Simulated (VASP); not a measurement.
# Te (P3_121) in VASP: further runs

The runs below take Te through single point, relaxation of cell and atoms, with PBE.

Program: VASP 6.6.1. These are calculated values, not measurements. Logs are shortened: lines on timing, memory, paths and dates and some standing lists are left out, and cuts for length are marked.

**1. The cell of the first run**

The structure is trigonal, space group P3_121 (No. 152). The conventional cell has a = 4.284 Å, b = 4.284 Å, c = 5.968 Å, α = 90.00°, β = 90.00°, γ = 120.00°. Te (site symmetry 2) has 6 Te at 2.92 to 3.32 Å within 3.8 Å.

**2. Single point, PBE**

File INCAR:

```
PREC = Accurate
ENCUT = 520
EDIFF = 1E-7
ISMEAR = 0
SIGMA = 0.01
LREAL = False
LASPH = True
NELM = 100
ALGO = Fast
ISIF = 2
LWAVE = False
LCHARG = False
GGA = PE
NBANDS = 16
```

File KPOINTS:

```
Automatic mesh
0
Gamma
  12 12 6
```

File POSCAR:

```
Te
1.0
    4.2838764569      0.0000000000      0.0000000000
   -2.1419382284      3.7099458383      0.0000000000
    0.0000000000      0.0000000000      5.9681834839
Te
3
Direct
    0.7123909867      0.0000000000      0.3333333333
    0.0000000000      0.7123909867      0.6666666667
    0.2876090133      0.2876090133      0.0000000000
```

Potentials or basis: VASP PAW PBE potentials, release 64 (Te).

Started as:

```
$ cat potpaw_PBE.64/Te/POTCAR > POTCAR
$ mpirun -np 1 vasp_std > vasp.out
```

OUTCAR:

```text
PREC = Accurate
   ENCUT = 520
   EDIFF = 1E-7
   ISMEAR = 0
   LREAL = False
   LASPH = True
   NELM = 100
   ISIF = 2
   GGA = PE

 ion  position               nearest neighbor table
   1  0.712  0.000  0.333-   3 2.92   2 2.92   3 3.32   3 3.32   2 3.32   2 3.32
   2  0.000  0.712  0.667-   3 2.92   1 2.92   3 3.32   3 3.32   1 3.32   1 3.32
   3  0.288  0.288  0.000-   2 2.92   1 2.92   1 3.32   2 3.32   1 3.32   2 3.32

  LATTYP: Found a hexagonal cell.
 ALAT       =     4.2838764569
 C/A-ratio  =     1.3931735763

  Lattice vectors:

 A1 = (   4.2838764569,   0.0000000000,   0.0000000000)
 A2 = (  -2.1419382284,   3.7099458383,   0.0000000000)
 A3 = (   0.0000000000,   0.0000000000,   5.9681834839)

Analysis of symmetry for initial positions (statically):
=====================================================================
 Subroutine PRICEL returns:
 Original cell was already a primitive cell.

 Routine SETGRP: Setting up the symmetry group for a
 hexagonal supercell.

 Subroutine GETGRP returns: Found  6 space group operations
 (whereof  2 operations were pure point group operations)
 out of a pool of 24 trial point group operations.

The static configuration has the point symmetry C_2 .
 The point group associated with its full space group is D_3 .

Analysis of symmetry for dynamics (positions and initial velocities):
=====================================================================
 Subroutine PRICEL returns:
 Original cell was already a primitive cell.

 Routine SETGRP: Setting up the symmetry group for a
 hexagonal supercell.

 Subroutine GETGRP returns: Found  6 space group operations
 (whereof  2 operations were pure point group operations)
 out of a pool of 24 trial point group operations.

The dynamic configuration has the point symmetry C_2 .
 The point group associated with its full space group is D_3 .

 Subroutine INISYM returns: Found  6 space group operations
 (whereof  2 operations are pure point group operations),
 and found     1 'primitive' translations

----------------------------------------------------------------------------------------

                                     Primitive cell

  volume of cell :      94.8520

  direct lattice vectors                    reciprocal lattice vectors
     4.283876457  0.000000000  0.000000000     0.233433436  0.134772857  0.000000000
    -2.141938228  3.709945838  0.000000000     0.000000000  0.269545714  0.000000000
     0.000000000  0.000000000  5.968183484     0.000000000  0.000000000  0.167555170

  length of vectors
     4.283876457  4.283876457  5.968183484     0.269545714  0.269545714  0.167555170

  position of ions in fractional coordinates (direct lattice)
     0.712390987  0.000000000  0.333333333
     1.000000000  0.712390987  0.666666667
     0.287609013  0.287609013  0.000000000

  ion indices of the primitive-cell ions
   primitive index   ion index
                 1           1
                 2           2
                 3           3

----------------------------------------------------------------------------------------

 KPOINTS: Automatic mesh

Automatic generation of k-mesh.
 Grid dimensions read from file:
 generate k-points for:   12   12    6

 Generating k-lattice:

  Cartesian coordinates                     Fractional coordinates (reciprocal lattice)
     0.019452786  0.011231071  0.000000000     0.083333333 -0.000000000  0.000000000
     0.000000000  0.022462143  0.000000000     0.000000000  0.083333333  0.000000000
     0.000000000  0.000000000  0.027925862     0.000000000  0.000000000  0.166666667

  Length of vectors
     0.022462143  0.022462143  0.027925862

  Shift w.r.t. Gamma in fractional coordinates (k-lattice)
     0.000000000  0.000000000  0.000000000

 Subroutine IBZKPT returns following result:
 ===========================================

 Found    100 irreducible k-points:

 Following reciprocal coordinates:
            Coordinates               Weight
  0.000000  0.000000  0.000000      1.000000
  0.083333  0.000000  0.000000      6.000000
  0.166667  0.000000  0.000000      6.000000
  0.250000 -0.000000  0.000000      6.000000
  0.333333  0.000000  0.000000      6.000000
  0.416667  0.000000  0.000000      6.000000
[... 16 lines left out ...]
  0.166667  0.000000  0.166667      6.000000
  0.000000  0.166667  0.166667      6.000000
 [... further k-points ...]
   k-points           NKPTS =    100   k-points in BZ     NKDIM =    100   number of bands    NBANDS=     16
   number of dos      NEDOS =    301   number of ions     NIONS =      3
   total plane-waves  NPLWV =  49152
   dimension x,y,z NGX =    32 NGY =   32 NGZ =   48
   dimension x,y,z NGXF=    64 NGYF=   64 NGZF=   96
   ions per type =               3
   NGX,Y,Z   is equivalent  to a cutoff of  12.42, 12.42, 13.37 a.u.
   NGXF,Y,Z  is equivalent  to a cutoff of  24.84, 24.84, 26.74 a.u.
 SYSTEM =  unknown system
   PREC   = accura    normal or accurate (medium, high low for compatibility)
   ISTART =      0    job   : 0-new  1-cont  2-samecut
   ICHARG =      2    charge: 1-file 2-atom 10-const
   ISPIN  =      1    spin polarized calculation?
   LNONCOLLINEAR =      F non collinear calculations
   LSORBIT =      F    spin-orbit coupling
   LASPH  =      T    aspherical Exc in radial PAW
   ENCUT  =  520.0 eV  38.22 Ry    6.18 a.u.   7.97  7.97 11.10*2*pi/ulx,y,z
   NELM   =    100;   NELMIN=  2; NELMDL= -5     # of ELM steps
   EDIFF  = 0.1E-06   stopping-criterion for ELM
   LREAL  =      F    real-space projection
   EDIFFG = 0.1E-05   stopping-criterion for IOM
   NSW    =      0    number of steps for IOM
   IBRION =     -1    ionic relax: 0-MD 1-quasi-New 2-CG
   NFREE  =      0    steps in history (QN), initial steepest desc. (CG)
   ISIF   =      2    stress and relaxation
   ISYM   =      2    0-nonsym 1-usesym 2-fastsym
   POTIM  = 0.5000    time-step for ionic-motion
   TEBEG  =    0.0;   TEEND  =   0.0 temperature during run
   PSTRESS=    0.0 pullay stress
   NELECT =      18.0000    total number of electrons
   NUPDOWN=      -1.0000    fix difference up-down
   EMIN   =  10.00;   EMAX   =-10.00  energy-range for DOS
   EFERMI =   0.00;   METHOD = LEGACY
   ISMEAR =     0;   SIGMA  =   0.01  broadening in eV -4-tet -1-fermi 0-gaus
   EFERMI_NEDOS =   21; number of points for ismear=-14 and -15
   IALGO  =     68    algorithm
   IMIX   =      4    mixing-type and parameters
     AMIX     =   0.40;   BMIX     =  1.00
     AMIX_MAG =   1.60;   BMIX_MAG =  1.00
  volume/ion in A,a.u.               =      31.62       213.36
  Fermi-wavevector in a.u.,A,eV,Ry     =   0.940770  1.777797 12.041811  0.885048
  Thomas-Fermi vector in A             =   2.068215
   LORBIT       =      0    0 simple, 1 ext, 2 COOP (PROOUT), +10 PAW based schemes
   GGA     = PE    functional components
   LHFCALC =     F    Hartree Fock is set to
   AEXX    =    0.0000 exact exchange contribution
   IVDW    =     0    specifies the selected vdW correction
   LEPSILON=     F    determine dielectric tensor
   LRPA    =     F    only Hartree local field effects (RPA)
 non-spin polarized calculation
 RMM-DIIS sequential band-by-band and
 Gauss-broadening in eV      SIGMA  =   0.01
  energy-cutoff  :      520.00
  volume of cell :       94.85
 maximum number of plane-waves:      2577
   NGX = 15   NGY = 15   NGZ = 23

 number of electron      17.9999999 magnetization

 Free energy of the ion-electron system (eV)
  ---------------------------------------------------
  ext. energy  EPLUGINS =         0.00000000
  ---------------------------------------------------
  free energy    TOTEN  =        -9.35226870 eV

  energy without entropy =       -9.35223641  energy(sigma->0) =       -9.35225255

 E-fermi :   6.8864     XC(G=0):  -9.4178

 val. band max:        6.8853338223   @ k =   0.3333   0.3333   0.5000
 cond. band min:       7.0953160424   @ k =   0.0000   0.0000   0.5000
 fundamental gap:      0.2099822201
 Fermi energy:         6.8863783303

 k-point     1 :       0.0000    0.0000    0.0000
  band No.  band energies     occupation
      1      -7.0984      2.00000
      2      -3.6869      2.00000
      3      -3.6869      2.00000
      4       3.9737      2.00000
      5       4.3286      2.00000
      6       4.3286      2.00000
[... 8 lines left out ...]
     15      12.9786      0.00000
     16      12.9797      0.00000

 k-point     2 :       0.0833    0.0000    0.0000
  band No.  band energies     occupation
      1      -7.0406      2.00000
      2      -3.6885      2.00000
      3      -3.6667      2.00000
      4       3.4037      2.00000
      5       3.9033      2.00000
      6       4.0759      2.00000
[... 8 lines left out ...]
     15      12.9166      0.00000
     16      13.0986      0.00000

 k-point     3 :       0.1667    0.0000    0.0000
  band No.  band energies     occupation
      1      -6.8699      2.00000
      2      -3.7166      2.00000
      3      -3.6072      2.00000
      4       2.5566      2.00000
      5       3.3182      2.00000
      6       3.6942      2.00000
[... 8 lines left out ...]
     15      12.9561      0.00000
     16      13.5065      0.00000

 k-point     4 :       0.2500   -0.0000    0.0000
  band No.  band energies     occupation
      1      -6.5954      2.00000
      2      -3.8277      2.00000
      3      -3.5168      2.00000
      4       1.9397      2.00000
      5       2.7740      2.00000
      6       3.3323      2.00000
[... 8 lines left out ...]
     15      13.3299      0.00000
     16      14.1651      0.00000
[... 324 lines left out ...]
 k-point    22 :       0.0000    0.0833    0.1667
  band No.  band energies     occupation
      1      -6.9398      2.00000
      2      -4.6283      2.00000
      3      -2.6923      2.00000
      4       3.2620      2.00000
      5       3.9854      2.00000
      6       4.3203      2.00000
[... 8 lines left out ...]
     15      12.4135      0.00000
     16      12.9262      0.00000

 k-point    23 :       0.1667    0.0000    0.1667
  band No.  band energies     occupation
      1      -6.7690      2.00000
      2      -4.5696      2.00000
      3      -2.7352      2.00000
      4       2.6685      2.00000
      5       2.9128      2.00000
      6       3.7278      2.00000
[... 8 lines left out ...]
     15      12.8919      0.00000
     16      13.5783      0.00000

 k-point    24 :       0.0000    0.1667    0.1667
  band No.  band energies     occupation
      1      -6.7731      2.00000
      2      -4.5276      2.00000
      3      -2.8228      2.00000
      4       2.6681      2.00000
      5       3.6772      2.00000
      6       3.8691      2.00000
[... 8 lines left out ...]
     15      12.5764      0.00000
     16      12.8767      0.00000

 [... further k-points ...]
[... 5 lines left out ...]
  --------------------------------------------------------------------------------------
  -------------------------------------------------------------------------------------
  Total        1.7484866      1.7484866      1.7792563      0.0000000     -0.0000000      0.0000000
  in kB       29.5342678     29.5342678     30.0540102      0.0000000     -0.0000000      0.0000000
  external PRESSURE =      29.7075152 kB  Pullay stress =       0.0000000 kB

 VOLUME and BASIS-vectors are now :
 -----------------------------------------------------------------------------
  energy-cutoff  :      520.00
  volume of cell :       94.85
      direct lattice vectors                 reciprocal lattice vectors
     4.283876457  0.000000000  0.000000000     0.233433436  0.134772857  0.000000000
    -2.141938228  3.709945838  0.000000000     0.000000000  0.269545714  0.000000000
     0.000000000  0.000000000  5.968183484     0.000000000  0.000000000  0.167555170

 POSITION                                       TOTAL-FORCE (eV/Angst)
 -----------------------------------------------------------------------------------
      3.05179      0.00000      1.98939        -0.007578      0.000000      0.000000
     -1.52590      2.64293      3.97879         0.003789     -0.006562      0.000000
      0.61604      1.06701      0.00000         0.003789      0.006562      0.000000
 -----------------------------------------------------------------------------------
    total drift:                                0.000000      0.000000      0.000000

  FREE ENERGIE OF THE ION-ELECTRON SYSTEM (eV)
  ---------------------------------------------------
  free  energy   TOTEN  =        -9.3522686950 eV

  energy  without entropy=       -9.3522364092  energy(sigma->0) =       -9.35225255
```

Run time: 2.6 min. Hardware: 1 thread of Oxide Virtual Turin-like, shared host; peak memory 0.26 GiB.

What came out:

* Free energy: -9.3523 eV
* Pressure: 3.0 GPa
* Largest force: 0.008 eV/Å
* Band gap on the k mesh: zero (filled and empty bands touch)

Forces in eV/Å, atoms in the order of the input:
```
Te  -0.008  0.000  0.000
Te   0.004 -0.007  0.000
Te   0.004  0.007  0.000
```

Caveat: spin-orbit coupling is left out, which moves the levels of the heavy elements.

(Continued in part 2 of 2.)

The gap in the log of VASP goes by the Fermi energy; the results here count the filled bands.